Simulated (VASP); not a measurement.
# CdF2 (Fm-3m) in VASP: notebook

Runs on CdF2. Level: PBE. Tasks: relaxation of cell and atoms.

Program: VASP 6.6.1. These are calculated values, not measurements. Logs are shortened: lines on timing, memory, paths and dates and some standing lists are left out, and cuts for length are marked.

**1. The cell of the first run**

The structure is cubic, space group Fm-3m (No. 225). Conventional cell: a = 5.388 Å, b = 5.388 Å, c = 5.388 Å, α = 90.00°, β = 90.00°, γ = 90.00°. Within 3.1 Å of Cd (site symmetry m-3m) lie 8 F at 2.33 Å. F (site symmetry -43m) has 4 Cd at 2.33 Å and 6 F at 2.69 Å within 3.1 Å.

**2. Relaxation of cell and atoms, PBE, target pressure 2 GPa, at which the enthalpy is minimised**

INCAR

```
  PREC = Accurate
  ENCUT = 600
  EDIFF = 1E-6
  ISMEAR = -1
  SIGMA = 0.01
  LREAL = F
  LASPH = T
  NELM = 80
  ALGO = Normal
  ISIF = 3
  LWAVE = F
  LCHARG = F
  GGA = PE
  IBRION = 2
  NSW = 80
  EDIFFG = -0.03
  PSTRESS = 20.0
```

KPOINTS

```
Automatic mesh
0
Gamma
  6 6 6
```

POSCAR

```
CdF2
1.0
    0.0000000000      2.6940000000      2.6940000000
    2.6940000000      0.0000000000      2.6940000000
    2.6940000000      2.6940000000      0.0000000000
Cd F
1 2
Direct
    0.0000000000      0.0000000000      0.0000000000
    0.2500000000      0.2500000000      0.2500000000
    0.7500000000      0.7500000000      0.7500000000
```

Potentials or basis: VASP PAW PBE potentials, release 64 (Cd, F).

Command:

```console
cat potpaw_PBE.64/Cd/POTCAR potpaw_PBE.64/F/POTCAR > POTCAR
mpirun -np 1 vasp_std > vasp.out
```

OUTCAR:

```text
PREC = Accurate
   ENCUT = 600
   EDIFF = 1E-6
   ISMEAR = -1
   LREAL = F
   LASPH = T
   NELM = 80
   ISIF = 3
   GGA = PE
   IBRION = 2
   NSW = 80
   EDIFFG = -0.03
   PSTRESS = 20.0

 ion  position               nearest neighbor table
   1  0.000  0.000  0.000-   3 2.33   3 2.33   3 2.33   2 2.33   3 2.33   2 2.33   2 2.33   2 2.33

   2  0.250  0.250  0.250-   1 2.33   1 2.33   1 2.33   1 2.33
   3  0.750  0.750  0.750-   1 2.33   1 2.33   1 2.33   1 2.33

  LATTYP: Found a face centered cubic cell.
 ALAT       =     5.3880000000

  Lattice vectors:

 A1 = (   0.0000000000,   2.6940000000,   2.6940000000)
 A2 = (   2.6940000000,   0.0000000000,   2.6940000000)
 A3 = (   2.6940000000,   2.6940000000,   0.0000000000)

Analysis of symmetry for initial positions (statically):
=====================================================================
 Subroutine PRICEL returns:
 Original cell was already a primitive cell.

 Routine SETGRP: Setting up the symmetry group for a
 face centered cubic supercell.

 Subroutine GETGRP returns: Found 48 space group operations
 (whereof 48 operations were pure point group operations)
 out of a pool of 48 trial point group operations.

The static configuration has the point symmetry O_h .

Analysis of symmetry for dynamics (positions and initial velocities):
=====================================================================
 Subroutine PRICEL returns:
 Original cell was already a primitive cell.

 Routine SETGRP: Setting up the symmetry group for a
 face centered cubic supercell.

 Subroutine GETGRP returns: Found 48 space group operations
 (whereof 48 operations were pure point group operations)
 out of a pool of 48 trial point group operations.

The dynamic configuration has the point symmetry O_h .

 Subroutine INISYM returns: Found 48 space group operations
 (whereof 48 operations are pure point group operations),
 and found     1 'primitive' translations

----------------------------------------------------------------------------------------

                                     Primitive cell

  volume of cell :      39.1041

  direct lattice vectors                    reciprocal lattice vectors
     0.000000000  2.694000000  2.694000000    -0.185597624  0.185597624  0.185597624
     2.694000000  0.000000000  2.694000000     0.185597624 -0.185597624  0.185597624
     2.694000000  2.694000000  0.000000000     0.185597624  0.185597624 -0.185597624

  length of vectors
     3.809891337  3.809891337  3.809891337     0.321464515  0.321464515  0.321464515

  position of ions in fractional coordinates (direct lattice)
     0.000000000  0.000000000  0.000000000
     0.250000000  0.250000000  0.250000000
     0.750000000  0.750000000  0.750000000

  ion indices of the primitive-cell ions
   primitive index   ion index
                 1           1
                 2           2
                 3           3

----------------------------------------------------------------------------------------

 KPOINTS: Automatic mesh

Automatic generation of k-mesh.
 Grid dimensions read from file:
 generate k-points for:    6    6    6

 Generating k-lattice:

  Cartesian coordinates                     Fractional coordinates (reciprocal lattice)
    -0.030932937  0.030932937  0.030932937     0.166666667  0.000000000  0.000000000
     0.030932937 -0.030932937  0.030932937     0.000000000  0.166666667  0.000000000
     0.030932937  0.030932937 -0.030932937     0.000000000  0.000000000  0.166666667

  Length of vectors
     0.053577419  0.053577419  0.053577419

  Shift w.r.t. Gamma in fractional coordinates (k-lattice)
     0.000000000  0.000000000  0.000000000

 Subroutine IBZKPT returns following result:
 ===========================================

 Found     16 irreducible k-points:

 Following reciprocal coordinates:
            Coordinates               Weight
  0.000000  0.000000  0.000000      1.000000
  0.166667  0.000000  0.000000      8.000000
  0.333333  0.000000  0.000000      8.000000
  0.500000  0.000000  0.000000      4.000000
  0.166667  0.166667  0.000000      6.000000
  0.333333  0.166667  0.000000     24.000000
[... 8 lines left out ...]
 -0.333333  0.333333  0.166667     24.000000
 -0.333333  0.500000  0.166667     12.000000
   k-points           NKPTS =     16   k-points in BZ     NKDIM =     16   number of bands    NBANDS=     17
   number of dos      NEDOS =    301   number of ions     NIONS =      3
   total plane-waves  NPLWV =  27000
   dimension x,y,z NGX =    30 NGY =   30 NGZ =   30
   dimension x,y,z NGXF=    60 NGYF=   60 NGZF=   60
   ions per type =               1   2
   NGX,Y,Z   is equivalent  to a cutoff of  13.09, 13.09, 13.09 a.u.
   NGXF,Y,Z  is equivalent  to a cutoff of  26.18, 26.18, 26.18 a.u.
 SYSTEM =  unknown system
   PREC   = accura    normal or accurate (medium, high low for compatibility)
   ISTART =      0    job   : 0-new  1-cont  2-samecut
   ICHARG =      2    charge: 1-file 2-atom 10-const
   ISPIN  =      1    spin polarized calculation?
   LNONCOLLINEAR =      F non collinear calculations
   LSORBIT =      F    spin-orbit coupling
   LASPH  =      T    aspherical Exc in radial PAW
   ENCUT  =  600.0 eV  44.10 Ry    6.64 a.u.   7.61  7.61  7.61*2*pi/ulx,y,z
   NELM   =     80;   NELMIN=  2; NELMDL= -5     # of ELM steps
   EDIFF  = 0.1E-05   stopping-criterion for ELM
   LREAL  =      F    real-space projection
   EDIFFG = -.3E-01   stopping-criterion for IOM
   NSW    =     80    number of steps for IOM
   IBRION =      2    ionic relax: 0-MD 1-quasi-New 2-CG
   NFREE  =      1    steps in history (QN), initial steepest desc. (CG)
   ISIF   =      3    stress and relaxation
   ISYM   =      2    0-nonsym 1-usesym 2-fastsym
   POTIM  = 0.5000    time-step for ionic-motion
   TEBEG  =    0.0;   TEEND  =   0.0 temperature during run
   PSTRESS=   20.0 pullay stress
   NELECT =      26.0000    total number of electrons
   NUPDOWN=      -1.0000    fix difference up-down
   EMIN   =  10.00;   EMAX   =-10.00  energy-range for DOS
   EFERMI =   0.00;   METHOD = LEGACY
   ISMEAR =    -1;   SIGMA  =   0.01  broadening in eV -4-tet -1-fermi 0-gaus
   EFERMI_NEDOS =   21; number of points for ismear=-14 and -15
   IALGO  =     38    algorithm
   IMIX   =      4    mixing-type and parameters
     AMIX     =   0.40;   BMIX     =  1.00
     AMIX_MAG =   1.60;   BMIX_MAG =  1.00
  volume/ion in A,a.u.               =      13.03        87.96
  Fermi-wavevector in a.u.,A,eV,Ry     =   1.428867  2.700166 27.778468  2.041660
  Thomas-Fermi vector in A             =   2.548882
   LORBIT       =      0    0 simple, 1 ext, 2 COOP (PROOUT), +10 PAW based schemes
   GGA     = PE    functional components
   LHFCALC =     F    Hartree Fock is set to
   AEXX    =    0.0000 exact exchange contribution
   IVDW    =     0    specifies the selected vdW correction
   LEPSILON=     F    determine dielectric tensor
   LRPA    =     F    only Hartree local field effects (RPA)
 conjugate gradient relaxation of ions
 non-spin polarized calculation
  energy-cutoff  :      600.00
  volume of cell :       39.10
 maximum number of plane-waves:      1315
   NGX = 15   NGY = 15   NGZ = 15

--------------------------------------- Ionic step        1  -------------------------------------------

 number of electron      25.9999977 magnetization

 Free energy of the ion-electron system (eV)
  ---------------------------------------------------
  ext. energy  EPLUGINS =         0.00000000
  ---------------------------------------------------
  free energy    TOTEN  =       -10.86289522 eV

  energy without entropy =      -10.86289522  energy(sigma->0) =      -10.86289522

------------------------ aborting loop because EDIFF is reached ----------------------------------------

  FORCE on cell =-STRESS in cart. coord.  units (eV):
  Direction    XX          YY          ZZ          XY          YZ          ZX
  --------------------------------------------------------------------------------------
  -------------------------------------------------------------------------------------
  Total        1.4709211      1.4709211      1.4709211      0.0000000      0.0000000     -0.0000000
  in kB       60.2666680     60.2666680     60.2666680      0.0000000      0.0000000     -0.0000000
  external PRESSURE =      40.2666680 kB  Pullay stress =      20.0000000 kB

 VOLUME and BASIS-vectors are now :
 -----------------------------------------------------------------------------
  energy-cutoff  :      600.00
  volume of cell :       39.10
      direct lattice vectors                 reciprocal lattice vectors
     0.000000000  2.694000000  2.694000000    -0.185597624  0.185597624  0.185597624
     2.694000000  0.000000000  2.694000000     0.185597624 -0.185597624  0.185597624
     2.694000000  2.694000000  0.000000000     0.185597624  0.185597624 -0.185597624
[... 48 lines left out ...]
  FREE ENERGIE OF THE ION-ELECTRON SYSTEM (eV)
  ---------------------------------------------------
  free  energy   TOTEN  =       -10.9019975201 eV

  energy  without entropy=      -10.9019975201  energy(sigma->0) =      -10.90199752

  enthalpy is  TOTEN    =       -10.3903487008 eV   P V=        0.5116488193

--------------------------------------- Ionic step        3  -------------------------------------------

 number of electron      25.9999988 magnetization

 Free energy of the ion-electron system (eV)
  ---------------------------------------------------
  ext. energy  EPLUGINS =         0.00000000
  ---------------------------------------------------
  free energy    TOTEN  =       -10.89784672 eV

  energy without entropy =      -10.89784672  energy(sigma->0) =      -10.89784672

 E-fermi :  -1.3042     XC(G=0): -10.2191

 val. band max:       -1.5934640335   @ k =  -0.3333   0.5000   0.1667
 cond. band min:       1.3676961424   @ k =   0.0000   0.0000   0.0000
 fundamental gap:      2.9611601759
 Fermi energy:        -1.3041842795

 k-point     1 :       0.0000    0.0000    0.0000
  band No.  band energies     occupation
      1     -22.1889      2.00000
      2     -21.1800      2.00000
      3      -7.0915      2.00000
      4      -7.0915      2.00000
      5      -7.0915      2.00000
      6      -6.0337      2.00000
[... 9 lines left out ...]
     16      10.9562      0.00000
     17      10.9562      0.00000
[... 320 lines left out ...]
 POSITION                                       TOTAL-FORCE (eV/Angst)
 -----------------------------------------------------------------------------------
      0.00000      0.00000      0.00000         0.000000      0.000000      0.000000
      1.36312      1.36312      1.36312         0.000000     -0.000000      0.000000
      4.08935      4.08935      4.08935        -0.000000      0.000000     -0.000000
 -----------------------------------------------------------------------------------
    total drift:                                0.000000     -0.000000      0.000000

  FREE ENERGIE OF THE ION-ELECTRON SYSTEM (eV)
  ---------------------------------------------------
  free  energy   TOTEN  =       -10.8978467230 eV

  energy  without entropy=      -10.8978467230  energy(sigma->0) =      -10.89784672

  enthalpy is  TOTEN    =       -10.3919761944 eV   P V=        0.5058705286

 reached required accuracy - stopping structural energy minimisation
```

Run time: 16 s. Hardware: 1 thread of Intel Xeon 6975P-C (Granite Rapids), shared host; peak memory 0.18 GiB.

Results:

- Free energy: -10.8978 eV
- Relaxed volume: 13.51 Å³/atom
- Relaxed cell: a = 3.855 Å, b = 3.855 Å, c = 3.855 Å, α = 60.00°, β = 60.00°, γ = 60.00°
- Space group after relaxing (to 0.05 Å): Fm-3m (No. 225)
- Energy change on relaxing (the enthalpy is what falls): -11.7 meV/atom
- Ionic steps: 3
- Pressure after relaxing: 2.0 GPa
- Band gap on the k mesh: 2.96 eV, indirect (least direct gap 3.48 eV)

Step by step:
```tsv
step	energy change (eV)	largest force (eV/Å)	pressure (GPa)	volume (Å³)
1	0.0000	0.0000	6.03	39.10
2	-0.0391	0.0000	0.87	40.99
3	-0.0350	0.0000	2.01	40.52
```

Final structure:
```
Cd F
1.0
     0.00000    2.72624    2.72624
     2.72624    0.00000    2.72624
     2.72624    2.72624    0.00000
Cd F
1 2
Cartesian
  0.0000 0.0000 0.0000
  1.3631 1.3631 1.3631
  4.0894 4.0894 4.0894
```

Caveat: the cell is relaxed towards a set pressure, so the enthalpy falls and the energy may rise.

**3. Relaxation of cell and atoms, PBE, target pressure 4 GPa, at which the enthalpy is minimised**

INCAR

```
SYSTEM = CdF2
PREC = Accurate
ENCUT = 600
EDIFF = 1E-6
ISMEAR = -1
SIGMA = 0.01
LREAL = .False.
LASPH = .True.
NELM = 80
ALGO = Normal
ISIF = 3
LWAVE = .False.
LCHARG = .False.
GGA = PE
IBRION = 2
NSW = 80
EDIFFG = -0.03
PSTRESS = 40.0
```

KPOINTS

```
Automatic mesh
0
Gamma
  6 6 6
  0 0 0
```

POSCAR is that of step 2.

Potentials or basis: VASP PAW PBE potentials, release 64 (Cd, F).

Command:

```console
cat potpaw_PBE.64/Cd/POTCAR potpaw_PBE.64/F/POTCAR > POTCAR
mpirun -np 1 vasp_std > vasp.out
```

Run time: 14 s. Hardware: 1 thread of Intel Xeon 6975P-C (Granite Rapids), shared host; peak memory 0.17 GiB.

It converged, with:

| Item | Value |
| --- | --- |
| Free energy | -10.8839 eV |
| Relaxed volume | 13.26 Å³/atom |
| Relaxed cell | a = 3.832 Å, b = 3.832 Å, c = 3.832 Å, α = 60.00°, β = 60.00°, γ = 60.00° |
| Space group after relaxing (to 0.05 Å) | Fm-3m (No. 225) |
| Energy change on relaxing (the enthalpy is what falls) | -7.0 meV/atom |
| Ionic steps | 3 |
| Pressure after relaxing | 4.0 GPa |
| Band gap on the k mesh | 3.03 eV, indirect (least direct gap 3.53 eV) |

The path:
```csv
step,energy change (eV),largest force (eV/Å),pressure (GPa),volume (Å³)
1,0.0000,0.0000,6.03,39.10
2,-0.0271,0.0000,3.28,40.04
3,-0.0210,0.0000,4.02,39.78
```

Final structure:
```
CELL_PARAMETERS angstrom
0.00000 2.70942 2.70942
2.70942 0.00000 2.70942
2.70942 2.70942 0.00000
ATOMIC_POSITIONS crystal
Cd 0.00000 0.00000 0.00000
F 0.25000 0.25000 0.25000
F 0.75000 0.75000 0.75000
```

Levels at points of the mesh, in eV from the valence-band top:
```tsv
k point	band 10	band 11	band 12	band 13	band 14	band 15	band 16	band 17
(0.00, 0.00, 0.00)	-0.91	-0.50	-0.50	-0.50	3.03	12.64	12.64	12.64
(0.50, 0.00, 0.00)	-1.75	-1.75	-0.39	-0.39	7.06	9.12	14.37	14.37
(0.50, 0.50, 0.00)	-2.85	-0.45	-0.07	-0.07	7.88	9.58	11.91	14.15
```

Caveat: the cell is relaxed towards a set pressure, so the enthalpy falls and the energy may rise. PBE usually gives volumes a little too large and moduli too small.
